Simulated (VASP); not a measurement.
# SnO (P2_1) in VASP: single point with PBE+D3(BJ)

Aim: the single point of SnO with PBE+D3(BJ).

Everything below comes from runs of VASP 6.6.1. Logs are shortened: lines on timing, memory, paths and dates and some standing lists are left out, and cuts for length are marked.

### Step 1. The cell of the first run

It takes space group P2_1 (No. 4, monoclinic). Conventional cell: a = 3.718 Å, b = 3.912 Å, c = 6.356 Å, α = 90.00°, β = 94.13°, γ = 90.00°. Sn (site symmetry 1) has 3 O at 2.29 to 2.37 Å within 3.0 Å. Within 3.2 Å of O (site symmetry 1) lie 3 Sn at 2.29 to 2.37 Å and 4 O at 3.01 to 3.14 Å.

### Step 2. Single point, PBE+D3(BJ)

Contents of INCAR:

```
PREC = Accurate
ENCUT = 520
EDIFF = 1E-6
ISMEAR = 0
SIGMA = 0.05
LREAL = F
LASPH = T
NELM = 60
ALGO = Normal
ISIF = 2
LWAVE = F
LCHARG = F
GGA = PE
IVDW = 12
NBANDS = 28
```

Contents of KPOINTS:

```
Automatic mesh
0
Gamma
  8 6 8
```

Contents of POSCAR:

```
SnO
1.0
    3.7157251767     -0.1339000064      0.0000000000
   -0.2288823012      6.3514838583      0.0000000000
    0.0000000000      0.0000000000      3.9124910623
Sn O
2 2
Direct
    0.0000000000      0.2345104856      0.5269946555
    0.5000000000      0.7654895144      0.0269946555
    0.0000000000      0.8836051479      0.7230063445
    0.5000000000      0.1163948521      0.2230063445
```

Potentials or basis: VASP PAW PBE potentials, release 64 (Sn_d, O).

Run with:

```console
$ cat potpaw_PBE.64/Sn_d/POTCAR potpaw_PBE.64/O/POTCAR > POTCAR
$ mpirun -np 1 vasp_std > vasp.out
```

OUTCAR:

```text
PREC = Accurate
   ENCUT = 520
   EDIFF = 1E-6
   ISMEAR = 0
   LREAL = F
   LASPH = T
   NELM = 60
   ISIF = 2
   GGA = PE
   IVDW = 12
 IVDW          = 12

 ion  position               nearest neighbor table
   1  0.000  0.235  0.527-   4 2.29   3 2.36   4 2.37
   2  0.500  0.765  0.027-   3 2.29   4 2.36   3 2.37
   3  0.000  0.884  0.723-   2 2.29   1 2.36   2 2.37
   4  0.500  0.116  0.223-   1 2.29   2 2.36   1 2.37

  LATTYP: Found a simple monoclinic cell.
 ALAT       =     3.7181370067
 B/A-ratio  =     1.0522718919
 C/A-ratio  =     1.7093524295
 COS(beta)  =    -0.0719786010

  Lattice vectors:

 A1 = (   3.7157251767,  -0.1339000064,   0.0000000000)
 A2 = (   0.0000000000,   0.0000000000,  -3.9124910623)
 A3 = (  -0.2288823012,   6.3514838583,   0.0000000000)

Analysis of symmetry for initial positions (statically):
=====================================================================
 Subroutine PRICEL returns:
 Original cell was already a primitive cell.

 Routine SETGRP: Setting up the symmetry group for a
 simple monoclinic supercell.

 Subroutine GETGRP returns: Found  2 space group operations
 (whereof  1 operations were pure point group operations)
 out of a pool of  4 trial point group operations.

The static configuration has the point symmetry C_1 .
 The point group associated with its full space group is C_2 .

Analysis of symmetry for dynamics (positions and initial velocities):
=====================================================================
 Subroutine PRICEL returns:
 Original cell was already a primitive cell.

 Routine SETGRP: Setting up the symmetry group for a
 simple monoclinic supercell.

 Subroutine GETGRP returns: Found  2 space group operations
 (whereof  1 operations were pure point group operations)
 out of a pool of  4 trial point group operations.

The dynamic configuration has the point symmetry C_1 .
 The point group associated with its full space group is C_2 .

 Subroutine INISYM returns: Found  2 space group operations
 (whereof  1 operations are pure point group operations),
 and found     1 'primitive' translations

----------------------------------------------------------------------------------------

                                     Primitive cell

  volume of cell :      92.2163

  direct lattice vectors                    reciprocal lattice vectors
     3.715725177 -0.133900006  0.000000000     0.269476411  0.009710862  0.000000000
    -0.228882301  6.351483858  0.000000000     0.005681018  0.157648245  0.000000000
     0.000000000  0.000000000  3.912491062     0.000000000  0.000000000  0.255591638

  length of vectors
     3.718137007  6.355606526  3.912491062     0.269651325  0.157750573  0.255591638

  position of ions in fractional coordinates (direct lattice)
     0.000000000  0.234510486  0.526994655
     0.500000000  0.765489514  0.026994655
     0.000000000  0.883605148  0.723006344
     0.500000000  0.116394852  0.223006344

  ion indices of the primitive-cell ions
   primitive index   ion index
                 1           1
                 2           2
                 3           3
                 4           4

----------------------------------------------------------------------------------------

 KPOINTS: Automatic mesh

Automatic generation of k-mesh.
 Grid dimensions read from file:
 generate k-points for:    8    6    8

 Generating k-lattice:

  Cartesian coordinates                     Fractional coordinates (reciprocal lattice)
     0.033684551  0.001213858  0.000000000     0.125000000  0.000000000  0.000000000
     0.000946836  0.026274708  0.000000000     0.000000000  0.166666667  0.000000000
     0.000000000  0.000000000  0.031948955     0.000000000  0.000000000  0.125000000

  Length of vectors
     0.033706416  0.026291762  0.031948955

  Shift w.r.t. Gamma in fractional coordinates (k-lattice)
     0.000000000  0.000000000  0.000000000

 Subroutine IBZKPT returns following result:
 ===========================================

 Found    130 irreducible k-points:

 Following reciprocal coordinates:
            Coordinates               Weight
  0.000000  0.000000  0.000000      1.000000
  0.125000  0.000000  0.000000      2.000000
  0.250000  0.000000  0.000000      2.000000
  0.375000  0.000000  0.000000      2.000000
  0.500000  0.000000  0.000000      1.000000
 -0.000000  0.166667  0.000000      2.000000
[... 16 lines left out ...]
  0.125000  0.500000  0.000000      2.000000
  0.250000  0.500000  0.000000      2.000000
 [... further k-points ...]
   k-points           NKPTS =    130   k-points in BZ     NKDIM =    130   number of bands    NBANDS=     28
   number of dos      NEDOS =    301   number of ions     NIONS =      4
   total plane-waves  NPLWV =  40320
   dimension x,y,z NGX =    28 NGY =   48 NGZ =   30
   dimension x,y,z NGXF=    56 NGYF=   96 NGZF=   60
   ions per type =               2   2
   NGX,Y,Z   is equivalent  to a cutoff of  12.52, 12.56, 12.75 a.u.
   NGXF,Y,Z  is equivalent  to a cutoff of  25.04, 25.11, 25.49 a.u.
 SYSTEM =  unknown system
   PREC   = accura    normal or accurate (medium, high low for compatibility)
   ISTART =      0    job   : 0-new  1-cont  2-samecut
   ICHARG =      2    charge: 1-file 2-atom 10-const
   ISPIN  =      1    spin polarized calculation?
   LNONCOLLINEAR =      F non collinear calculations
   LSORBIT =      F    spin-orbit coupling
   LASPH  =      T    aspherical Exc in radial PAW
   ENCUT  =  520.0 eV  38.22 Ry    6.18 a.u.   6.91 11.82  7.27*2*pi/ulx,y,z
   NELM   =     60;   NELMIN=  2; NELMDL= -5     # of ELM steps
   EDIFF  = 0.1E-05   stopping-criterion for ELM
   LREAL  =      F    real-space projection
   EDIFFG = 0.1E-04   stopping-criterion for IOM
   NSW    =      0    number of steps for IOM
   IBRION =     -1    ionic relax: 0-MD 1-quasi-New 2-CG
   NFREE  =      0    steps in history (QN), initial steepest desc. (CG)
   ISIF   =      2    stress and relaxation
   ISYM   =      2    0-nonsym 1-usesym 2-fastsym
   POTIM  = 0.5000    time-step for ionic-motion
   TEBEG  =    0.0;   TEEND  =   0.0 temperature during run
   PSTRESS=    0.0 pullay stress
   NELECT =      40.0000    total number of electrons
   NUPDOWN=      -1.0000    fix difference up-down
   EMIN   =  10.00;   EMAX   =-10.00  energy-range for DOS
   EFERMI =   0.00;   METHOD = LEGACY
   ISMEAR =     0;   SIGMA  =   0.05  broadening in eV -4-tet -1-fermi 0-gaus
   EFERMI_NEDOS =   21; number of points for ismear=-14 and -15
   IALGO  =     38    algorithm
   IMIX   =      4    mixing-type and parameters
     AMIX     =   0.40;   BMIX     =  1.00
     AMIX_MAG =   1.60;   BMIX_MAG =  1.00
  volume/ion in A,a.u.               =      23.05       155.58
  Fermi-wavevector in a.u.,A,eV,Ry     =   1.239250  2.341843 20.895016  1.535740
  Thomas-Fermi vector in A             =   2.373741
   LORBIT       =      0    0 simple, 1 ext, 2 COOP (PROOUT), +10 PAW based schemes
   GGA     = PE    functional components
   LHFCALC =     F    Hartree Fock is set to
   AEXX    =    0.0000 exact exchange contribution
   IVDW    =    12    specifies the selected vdW correction
   LEPSILON=     F    determine dielectric tensor
   LRPA    =     F    only Hartree local field effects (RPA)
 non-spin polarized calculation
 Gauss-broadening in eV      SIGMA  =   0.05
  energy-cutoff  :      520.00
  volume of cell :       92.22
 maximum number of plane-waves:      2512
   NGX = 13   NGY = 23   NGZ = 15

 number of electron      40.0000002 magnetization

 Free energy of the ion-electron system (eV)
  ---------------------------------------------------
  ext. energy  EPLUGINS =         0.00000000
  ---------------------------------------------------
  free energy    TOTEN  =       -21.64875441 eV

  energy without entropy =      -21.64875441  energy(sigma->0) =      -21.64875441

 E-fermi :   3.5893     XC(G=0):  -8.9692

 val. band max:        3.3510106242   @ k =   0.0000   0.0000   0.0000
 cond. band min:       4.7189964359   @ k =  -0.0000   0.5000   0.3750
 fundamental gap:      1.3679858116
 Fermi energy:         3.5893425343

 k-point     1 :       0.0000    0.0000    0.0000
  band No.  band energies     occupation
      1     -17.4730      2.00000
      2     -17.4289      2.00000
      3     -17.4068      2.00000
      4     -17.3734      2.00000
      5     -17.3692      2.00000
      6     -17.3408      2.00000
[... 20 lines left out ...]
     27      11.9163      0.00000
     28      12.5799      0.00000

 k-point     2 :       0.1250    0.0000    0.0000
  band No.  band energies     occupation
      1     -17.4677      2.00000
      2     -17.4247      2.00000
      3     -17.4076      2.00000
      4     -17.3794      2.00000
      5     -17.3697      2.00000
      6     -17.3415      2.00000
[... 20 lines left out ...]
     27      11.9809      0.00000
     28      13.3329      0.00000

 k-point     3 :       0.2500    0.0000    0.0000
  band No.  band energies     occupation
      1     -17.4593      2.00000
      2     -17.4214      2.00000
      3     -17.4065      2.00000
      4     -17.3929      2.00000
      5     -17.3692      2.00000
      6     -17.3440      2.00000
[... 20 lines left out ...]
     27      12.1148      0.00000
     28      13.3318      0.00000

 k-point     4 :       0.3750    0.0000    0.0000
  band No.  band energies     occupation
      1     -17.4569      2.00000
      2     -17.4346      2.00000
      3     -17.4014      2.00000
      4     -17.3966      2.00000
      5     -17.3657      2.00000
      6     -17.3489      2.00000
[... 20 lines left out ...]
     27      12.4486      0.00000
     28      13.2234      0.00000

 k-point     5 :       0.5000    0.0000    0.0000
  band No.  band energies     occupation
      1     -17.4542      2.00000
      2     -17.4472      2.00000
      3     -17.3988      2.00000
      4     -17.3953      2.00000
      5     -17.3622      2.00000
      6     -17.3531      2.00000
[... 20 lines left out ...]
     27      12.8931      0.00000
     28      13.2713      0.00000

 k-point     6 :      -0.0000    0.1667    0.0000
  band No.  band energies     occupation
      1     -17.4723      2.00000
      2     -17.4293      2.00000
      3     -17.4062      2.00000
      4     -17.3730      2.00000
      5     -17.3694      2.00000
      6     -17.3418      2.00000
[... 463 lines left out ...]
      5     -17.3701      2.00000
      6     -17.3436      2.00000
[... 20 lines left out ...]
     27      11.9016      0.00000
     28      13.2124      0.00000

 k-point    22 :      -0.0000    0.5000    0.0000
  band No.  band energies     occupation
      1     -17.4698      2.00000
      2     -17.4308      2.00000
      3     -17.4046      2.00000
      4     -17.3718      2.00000
      5     -17.3702      2.00000
      6     -17.3447      2.00000
[... 20 lines left out ...]
     27      11.5678      0.00000
     28      13.3895      0.00000

 k-point    23 :       0.1250    0.5000    0.0000
  band No.  band energies     occupation
      1     -17.4655      2.00000
      2     -17.4261      2.00000
      3     -17.4062      2.00000
      4     -17.3785      2.00000
      5     -17.3697      2.00000
      6     -17.3449      2.00000
[... 20 lines left out ...]
     27      11.8306      0.00000
     28      13.3712      0.00000

 k-point    24 :       0.2500    0.5000    0.0000
  band No.  band energies     occupation
      1     -17.4599      2.00000
      2     -17.4208      2.00000
      3     -17.4065      2.00000
      4     -17.3935      2.00000
      5     -17.3677      2.00000
      6     -17.3461      2.00000
[... 20 lines left out ...]
     27      12.0535      0.00000
     28      12.9353      0.00000

 [... further k-points ...]

------------------------ aborting loop because EDIFF is reached ----------------------------------------

 Edisp (eV)   -0.80425

 E8    (eV) :    -0.3552

  FORCE on cell =-STRESS in cart. coord.  units (eV):
  Direction    XX          YY          ZZ          XY          YZ          ZX
  --------------------------------------------------------------------------------------
  -------------------------------------------------------------------------------------
  Total      -6.53485    -6.48521    -3.17095     0.86682     0.00000     0.00000
  in kB    -113.53720  -112.67481   -55.09240    15.06021     0.00000     0.00000
  external pressure =      -93.77 kB  Pullay stress =        0.00 kB

 VOLUME and BASIS-vectors are now :
 -----------------------------------------------------------------------------
  energy-cutoff  :      520.00
  volume of cell :       92.22
      direct lattice vectors                 reciprocal lattice vectors
     3.715725177 -0.133900006  0.000000000     0.269476411  0.009710862  0.000000000
    -0.228882301  6.351483858  0.000000000     0.005681018  0.157648245  0.000000000
     0.000000000  0.000000000  3.912491062     0.000000000  0.000000000  0.255591638

 POSITION                                       TOTAL-FORCE (eV/Angst)
 -----------------------------------------------------------------------------------
     -0.05368      1.48949      2.06186         0.026276     -1.940243     -0.409616
      1.68266      4.79504      0.10562        -0.026276      1.940243     -0.409616
     -0.20224      5.61220      2.82876        -0.351844      0.082815      0.409616
      1.83122      0.67233      0.87251         0.351844     -0.082815      0.409616
 -----------------------------------------------------------------------------------
    total drift:                                0.000000      0.000000     -0.000123

  FREE ENERGIE OF THE ION-ELECTRON SYSTEM (eV)
  ---------------------------------------------------
  free  energy   TOTEN  =       -22.4530088272 eV

  energy  without entropy=      -22.4530088272  energy(sigma->0) =      -22.45300883
```

Run time: 7.6 min. Hardware: 1 thread of AMD EPYC 7R13, shared host; peak memory 0.36 GiB.

What came out:

```yaml
Free_energy: -22.4530 eV
Pressure: -9.4 GPa
Largest_force: 1.983 eV/Å
Band_gap_on_the_k_mesh: 1.37 eV (least direct gap 2.04 eV)
Dispersion_energy_per_atom: -0.201 eV
```

Forces in eV/Å, atoms in the order of the input:
```
Sn   0.026 -1.940 -0.410
Sn  -0.026  1.940 -0.410
O   -0.352  0.083  0.410
O    0.352 -0.083  0.410
```

Caveat: the cell stands under tension; spin-orbit coupling is left out, which moves the levels of the heavy elements; forces of over 1 eV/Å act on the atoms, so gaps and moduli don't describe the material at rest.
